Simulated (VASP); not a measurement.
**Si (a cell with a defect): relaxation of the atoms with PBE+D3(BJ)**

The system is Si (a cell with a defect).

```xyz
17
Lattice="0.0000 5.4300 5.4300 5.4300 0.0000 5.4300 5.4300 5.4300 0.0000" Properties=species:S:1:pos:R:3 pbc="T T T"
Si    0.0000    0.0000    0.0000
Si    1.3575    1.3575    1.3575
Si    2.7150    2.7150    0.0000
Si    4.0725    4.0725    1.3575
Si    2.7150    0.0000    2.7150
Si    4.0725    1.3575    4.0725
Si    5.4300    2.7150    2.7150
Si    6.7875    4.0725    4.0725
Si    0.0000    2.7150    2.7150
Si    1.3575    4.0725    4.0725
Si    2.7150    5.4300    2.7150
Si    4.0725    6.7875    4.0725
Si    2.7150    2.7150    5.4300
Si    4.0725    4.0725    6.7875
Si    5.4300    5.4300    5.4300
Si    6.7875    6.7875    6.7875
Si    8.1373    5.4367    5.4086
```

```json
{
  "Program": "VASP 6.6.1",
  "Task": "relaxation of the atoms",
  "Functional": "PBE",
  "Dispersion": "D3(BJ)",
  "Potentials or basis": "VASP PAW PBE potentials, release 64 (Si)",
  "Cutoff": "520 eV",
  "k mesh": "2 × 2 × 2",
  "Occupations": "gaussian, width 0.05 eV",
  "Spin": "no spin polarisation",
  "Dipole correction": "no",
  "Further INCAR settings": "LREAL = Auto; ALGO = Normal; EDIFF = 1e-07; IBRION = 2; EDIFFG = -0.03; NSW = 80"
}
```

The energy gained by relaxing is 7.1 meV/atom. The ionic steps are 6. The pressure after relaxing is 2.4 GPa and the largest force after relaxing is 0.010 eV/Å. The band gap on the k mesh is zero (bands 34 and 35 overlap by 0.25 eV) and the dispersion energy per atom is -0.332 eV.

Forces in eV/Å, atoms in the order of the input:
```
Si  -0.001  0.006 -0.005
Si   0.001 -0.001  0.001
Si  -0.006  0.001 -0.005
Si   0.007 -0.007  0.004
Si   0.000 -0.001  0.004
Si  -0.005 -0.001 -0.002
Si   0.000  0.000 -0.002
Si   0.002  0.005 -0.001
Si   0.001  0.000  0.001
Si  -0.001 -0.002  0.000
Si  -0.002  0.002  0.001
Si   0.002  0.001  0.000
Si   0.004 -0.003 -0.001
Si  -0.003  0.003 -0.002
Si   0.003 -0.004 -0.001
Si  -0.005  0.005 -0.002
Si   0.004 -0.003  0.009
```

Step by step:
| step | energy change (eV) | largest force (eV/Å) | pressure (GPa) |
| --- | --- | --- | --- |
| 1 | 0.0000 | 0.9395 | 2.89 |
| 2 | -0.1173 | 0.1090 | 2.40 |
| 3 | -0.1180 | 0.0913 | 2.37 |
| 4 | -0.1196 | 0.0379 | 2.38 |
| 5 | -0.1198 | 0.0531 | 2.38 |
| 6 | -0.1200 | 0.0103 | 2.39 |

Final structure:
```
Si
1.0
     0.00000    5.43000    5.43000
     5.43000    0.00000    5.43000
     5.43000    5.43000    0.00000
Si
17
Direct
  0.99705 0.00288 0.00300
  0.12631 0.12449 0.12460
  0.99705 0.00288 0.49707
  0.12315 0.13062 0.62312
  0.99699 0.49697 0.00302
  0.12269 0.62274 0.13190
  0.99986 0.49925 0.50043
  0.12268 0.62272 0.62265
  0.50000 0.00003 0.99998
  0.62458 0.12453 0.12463
  0.50294 0.00287 0.49709
  0.62458 0.12453 0.62627
  0.50295 0.49700 0.00301
  0.62450 0.62638 0.12456
  0.50295 0.49700 0.49704
  0.63128 0.62295 0.62289
  0.24979 0.74889 0.75063
```

Levels at points of the mesh, in eV from the Fermi level:
```
           k point  band 30  band 31  band 32  band 33  band 34  band 35  band 36  band 37  band 38  band 39
(0.00, 0.00, 0.00)    -1.75    -0.82    -0.82    -0.82    -0.24    -0.24    -0.23     0.09     0.09     0.41
(0.50, 0.00, 0.00)    -1.58    -1.57    -1.43    -1.43    -0.34     0.53     0.54     0.90     0.90     1.29
(0.00, 0.50, 0.00)    -1.58    -1.58    -1.43    -1.43    -0.34     0.53     0.54     0.90     0.90     1.29
(0.00, 0.00, 0.50)    -1.58    -1.57    -1.43    -1.43    -0.34     0.53     0.54     0.90     0.90     1.29
(0.50, 0.50, 0.50)    -1.58    -1.57    -1.43    -1.43    -0.34     0.53     0.54     0.90     0.90     1.29
(0.50, 0.50, 0.00)    -2.02    -2.02    -1.89    -0.99     0.02     0.71     1.02     1.03     1.15     1.90
(0.00, 0.50, 0.50)    -2.02    -2.02    -1.89    -0.99     0.02     0.71     1.03     1.03     1.15     1.90
(0.50, 0.00, 0.50)    -2.02    -2.02    -1.89    -0.99     0.02     0.71     1.03     1.03     1.15     1.90
```

It took 19 min on 1 thread of Oxide Virtual Turin-like Processor (shared host), peak memory 0.51 GiB.

Caveat: the k points lie up to 0.50 Å⁻¹ apart.
